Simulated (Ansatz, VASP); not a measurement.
## RbBr: VASP beside Ansatz

The input INCAR:

```
SYSTEM = RbBr
PREC = Accurate ; ENCUT = 520
EDIFF = 1E-8 ; ISMEAR = -1
SIGMA = 0.03 ; LREAL = .FALSE.
LASPH = .TRUE. ; NELM = 80
ALGO = Normal ; ISIF = 2
LWAVE = .FALSE. ; LCHARG = .FALSE.
LEFG = .TRUE. ; NBANDS = 15
```

File KPOINTS:

```
regular mesh
0
G
  6 6 6
  0 0 0
```

POSCAR

```
RbBr
1.0
    0.0000000000      3.4559503595      3.4559503595
    3.4559503595      0.0000000000      3.4559503595
    3.4559503595      3.4559503595      0.0000000000
Rb Br
1 1
Direct
    0.0000000000      0.0000000000      0.0000000000
    0.5000000000      0.5000000000      0.5000000000
```

Input for Ansatz:

```yaml
crystal:
  lattice:
    - [0.0, 3.4559503595, 3.4559503595]
    - [3.4559503595, 0.0, 3.4559503595]
    - [3.4559503595, 3.4559503595, 0.0]
  atoms:
    - { symbol: Rb, position: [0.0, 0.0, 0.0] }
    - { symbol: Br, position: [0.5, 0.5, 0.5] }
kpoints:
  mp_grid: { grid: [6, 6, 6] }
  band_path:
    path:
      - [0.0, 0.0, 0.0]
      - [0.5, 0.0, 0.5]
      - [0.625, 0.25, 0.625]
      - [0.375, 0.375, 0.75]
      - [0.0, 0.0, 0.0]
      - [0.5, 0.5, 0.5]
      - [0.5, 0.25, 0.75]
      - [0.5, 0.0, 0.5]
    npoints: 8
scf:
  occupations: { method: fermi_dirac, width: 0.03 }
hamiltonian:
  xc: lda
  pseudopotentials: { kind: all_electron, datasets: crystal }
output:
  forces: true
  stress: true
  eigenvalues: true
  efg: { contact_densities: true }
```

Alike in both runs: task electric field gradients; functional LDA; k mesh 6 × 6 × 6; occupations fermi-dirac, width 0.03 eV; no spin polarisation.

```csv
,VASP,Ansatz
version,VASP 6.6.1,Ansatz 0.2.0
potentials or method,"VASP PAW LDA potentials, release 64 (Rb_sv, Br), cutoff 520 eV","all-electron PAW with datasets made for the crystal, scalar-relativistic"
```

Ansatz gave:

* gap on the k mesh at the Fermi level (eV): 3.89
* pressure (GPa): -1.5

Task: Estimate VASP's values.

Result: gap on the k mesh at the Fermi level (eV): 3.90; pressure (GPa): -1.5.

LDA's correlation is that of Perdew and Zunger in VASP and of Perdew and Wang (1992) in Ansatz. Ansatz ran all-electron here, and VASP with PAW potentials.
